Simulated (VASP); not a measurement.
# GaP (F-43m) in VASP: a series of runs, part 2 of 2

VASP 6.6.1.

**3. Relaxation of cell and atoms, PBE, target pressure 25 GPa, at which the enthalpy is minimised**

This run uses another cell than the first one, of 20.87 Å³/atom.

INCAR

```
PREC = Accurate ; ENCUT = 600
EDIFF = 1E-6 ; ISMEAR = 0
SIGMA = 0.01 ; LREAL = False
LASPH = True ; NELM = 60
ALGO = Normal ; ISIF = 3
LWAVE = False ; LCHARG = False
GGA = PE ; IBRION = 2
NSW = 80 ; EDIFFG = -0.001
PSTRESS = 250.0
```

KPOINTS

```
Automatic mesh
0
Gamma
  8 8 8
```

POSCAR

```
GaP
1.0
    0.0000000000      2.7530369385      2.7530369385
    2.7530369385      0.0000000000      2.7530369385
    2.7530369385      2.7530369385      0.0000000000
Ga P
1 1
Direct
    0.0000000000      0.0000000000      0.0000000000
    0.7500000000      0.7500000000      0.7500000000
```

Potentials or basis: VASP PAW PBE potentials, release 64 (Ga_d, P).

The run is started by

```bash
$ cat potpaw_PBE.64/Ga_d/POTCAR potpaw_PBE.64/P/POTCAR > POTCAR
$ mpirun -np 1 vasp_std > vasp.out
```

OUTCAR:

```text
PREC = Accurate
   ENCUT = 600
   EDIFF = 1E-6
   ISMEAR = 0
   LREAL = False
   LASPH = True
   NELM = 60
   ISIF = 3
   GGA = PE
   IBRION = 2
   NSW = 80
   EDIFFG = -0.001
   PSTRESS = 250.0

 ion  position               nearest neighbor table
   1  0.000  0.000  0.000-   2 2.38   2 2.38   2 2.38   2 2.38
   2  0.750  0.750  0.750-   1 2.38   1 2.38   1 2.38   1 2.38

  LATTYP: Found a face centered cubic cell.
 ALAT       =     5.5060738770

  Lattice vectors:

 A1 = (   0.0000000000,   2.7530369385,   2.7530369385)
 A2 = (   2.7530369385,   0.0000000000,   2.7530369385)
 A3 = (   2.7530369385,   2.7530369385,   0.0000000000)

Analysis of symmetry for initial positions (statically):
=====================================================================
 Subroutine PRICEL returns:
 Original cell was already a primitive cell.

 Routine SETGRP: Setting up the symmetry group for a
 face centered cubic supercell.

 Subroutine GETGRP returns: Found 24 space group operations
 (whereof 24 operations were pure point group operations)
 out of a pool of 48 trial point group operations.

The static configuration has the point symmetry T_d .

Analysis of symmetry for dynamics (positions and initial velocities):
=====================================================================
 Subroutine PRICEL returns:
 Original cell was already a primitive cell.

 Routine SETGRP: Setting up the symmetry group for a
 face centered cubic supercell.

 Subroutine GETGRP returns: Found 24 space group operations
 (whereof 24 operations were pure point group operations)
 out of a pool of 48 trial point group operations.

The dynamic configuration has the point symmetry T_d .

 Subroutine INISYM returns: Found 24 space group operations
 (whereof 24 operations are pure point group operations),
 and found     1 'primitive' translations

----------------------------------------------------------------------------------------

                                     Primitive cell

  volume of cell :      41.7317

  direct lattice vectors                    reciprocal lattice vectors
[... 89 lines left out ...]
   EDIFFG = -.1E-02   stopping-criterion for IOM
   NSW    =     80    number of steps for IOM
   IBRION =      2    ionic relax: 0-MD 1-quasi-New 2-CG
   NFREE  =      1    steps in history (QN), initial steepest desc. (CG)
   ISIF   =      3    stress and relaxation
   ISYM   =      2    0-nonsym 1-usesym 2-fastsym
   POTIM  = 0.5000    time-step for ionic-motion
   TEBEG  =    0.0;   TEEND  =   0.0 temperature during run
   PSTRESS=  250.0 pullay stress
   NELECT =      18.0000    total number of electrons
   NUPDOWN=      -1.0000    fix difference up-down
   EMIN   =  10.00;   EMAX   =-10.00  energy-range for DOS
   EFERMI =   0.00;   METHOD = LEGACY
   ISMEAR =     0;   SIGMA  =   0.01  broadening in eV -4-tet -1-fermi 0-gaus
   EFERMI_NEDOS =   21; number of points for ismear=-14 and -15
   IALGO  =     38    algorithm
   IMIX   =      4    mixing-type and parameters
     AMIX     =   0.40;   BMIX     =  1.00
     AMIX_MAG =   1.60;   BMIX_MAG =  1.00
  volume/ion in A,a.u.               =      20.87       140.81
  Fermi-wavevector in a.u.,A,eV,Ry     =   1.236926  2.337451 20.816714  1.529985
  Thomas-Fermi vector in A             =   2.371514
   LORBIT       =      0    0 simple, 1 ext, 2 COOP (PROOUT), +10 PAW based schemes
   GGA     = PE    functional components
   LHFCALC =     F    Hartree Fock is set to
   AEXX    =    0.0000 exact exchange contribution
   IVDW    =     0    specifies the selected vdW correction
   LEPSILON=     F    determine dielectric tensor
   LRPA    =     F    only Hartree local field effects (RPA)
 conjugate gradient relaxation of ions
 non-spin polarized calculation
 Gauss-broadening in eV      SIGMA  =   0.01
  energy-cutoff  :      600.00
  volume of cell :       41.73
 maximum number of plane-waves:      1411
   NGX = 15   NGY = 15   NGZ = 15

--------------------------------------- Ionic step        1  -------------------------------------------

 number of electron      17.9999991 magnetization

 Free energy of the ion-electron system (eV)
  ---------------------------------------------------
  ext. energy  EPLUGINS =         0.00000000
  ---------------------------------------------------
  free energy    TOTEN  =        -9.12547930 eV

  energy without entropy =       -9.12547930  energy(sigma->0) =       -9.12547930

 E-fermi :   4.4455     XC(G=0):  -9.6950

 val. band max:        4.3464438551   @ k =   0.0000   0.0000   0.0000
 cond. band min:       5.9220789665   @ k =   0.0000   0.0000   0.0000
 fundamental gap:      1.5756351113
 Fermi energy:         4.4455436876
[... 886 lines left out ...]
  energy  without entropy=       -8.7085335637  energy(sigma->0) =       -8.70853356

  enthalpy is  TOTEN    =        -3.3219371475 eV   P V=        5.3865964162

[... ionic steps 4 to 7 ...]

--------------------------------------- Ionic step        8  -------------------------------------------

 number of electron      18.0000004 magnetization

------------------------ aborting loop because EDIFF is reached ----------------------------------------
[... 71 lines left out ...]
--------------------------------------- Ionic step       10  -------------------------------------------

 number of electron      18.0000004 magnetization

 Free energy of the ion-electron system (eV)
  ---------------------------------------------------
  ext. energy  EPLUGINS =         0.00000000
  ---------------------------------------------------
  free energy    TOTEN  =        -8.62094975 eV

  energy without entropy =       -8.62094975  energy(sigma->0) =       -8.62094975

 E-fermi :   6.7104     XC(G=0): -10.6624

 val. band max:        6.6459243421   @ k =   0.0000   0.0000   0.0000
 cond. band min:       7.8691615314   @ k =   0.5000   0.5000   0.0000
 fundamental gap:      1.2232371893
 Fermi energy:         6.7103748614
[... 417 lines left out ...]
  energy  without entropy=       -8.6209497484  energy(sigma->0) =       -8.62094975

  enthalpy is  TOTEN    =        -3.3276915443 eV   P V=        5.2932582041

 reached required accuracy - stopping structural energy minimisation
```

It took 73 s on 1 thread of AMD EPYC 9R45 (Zen 5), shared host; peak memory 0.17 GiB.

What came out:

```
Free energy                                                : -8.6209 eV
Relaxed volume                                             : 16.96 Å³/atom
Relaxed cell                                               : a = 3.634 Å, b = 3.634 Å, c = 3.634 Å, α = 60.00°, β = 60.00°, γ = 60.00°
Space group after relaxing (to 0.1 Å)                      : F-43m (No. 216)
Energy change on relaxing (the run minimises the enthalpy) : +252.3 meV/atom
Ionic steps                                                : 10
Pressure after relaxing                                    : 25.0 GPa
Band gap on the k mesh                                     : 1.22 eV (least direct gap 3.34 eV)
```

The path:
```
step  energy change (eV)  largest force (eV/Å)  pressure (GPa)  volume (Å³)
   1              0.0000                0.0000           -0.07        41.73
   2              3.9554                0.0000          118.15        24.95
   3              0.4169                0.0000           21.78        34.52
   4              0.4868                0.0000           24.39        34.04
   5              0.5089                0.0000           25.14        33.90
   6              0.4986                0.0000           24.75        33.96
   7              0.5057                0.0000           25.07        33.92
   8              0.5041                0.0000           24.92        33.93
   9              0.5050                0.0000           25.06        33.92
  10              0.5045                0.0000           25.00        33.92
```

Final structure:
```
Ga P
1.0
     0.00000    2.56934    2.56934
     2.56934    0.00000    2.56934
     2.56934    2.56934    0.00000
Ga P
1 1
Direct
  0.00000 0.00000 0.00000
  0.75000 0.75000 0.75000
```

Levels at points of the mesh, in eV from the valence-band top:
```tsv
k point	band 7	band 8	band 9	band 10	band 11	band 12
(0.00, 0.00, 0.00)	0.00	0.00	0.00	3.34	3.78	3.78
(0.50, 0.00, 0.00)	-7.78	-1.41	-1.41	2.21	4.60	4.60
(0.50, 0.50, 0.00)	-7.68	-3.37	-3.37	1.22	1.55	11.90
```

Caveat: the cell is relaxed towards a set pressure, so the run minimises the enthalpy, not the energy; the volume moved by over 15 % at a fixed basis, so the end points are rough. A k mesh can miss the band edges.
